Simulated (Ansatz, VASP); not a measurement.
## One calculation of BN, two programs

```
B N
1.0
     0.00000    1.77396    1.80483
     1.77396    0.00000    1.80483
     1.77396    1.77396    0.00000
B N
1 1
Cartesian
  0.0000 0.0000 0.0000
  0.8870 0.8870 0.9024
```

Change from the starting cell: biaxial_xy strain -1.7%.

Alike in both runs: task single point; functional HSE06; k mesh 8 × 8 × 8; no spin polarisation.

```csv
,VASP,Ansatz
version,VASP 6.6.1,Ansatz 0.2.0
potentials or method,"VASP PAW PBE potentials, release 64 (B, N)","plane waves, PAW"
plane-wave cutoff (eV),520,420
occupations,"gaussian, width 0.01 eV",fixed
valence electrons in the cell,8,8
```

|  | VASP | Ansatz | Ansatz less VASP |
| --- | --- | --- | --- |
| gap on the k mesh at the Fermi level (eV) | 5.66 | 5.67 | +0.014 |
| pressure (GPa) | 10.5 | 9.8 | -0.62 |
| traceless stress, the component that is largest in VASP (GPa) | -7.88 | -7.88 | 0.000 |

Ansatz's warnings: stress exchange threshold loose, stress scf threshold loose.
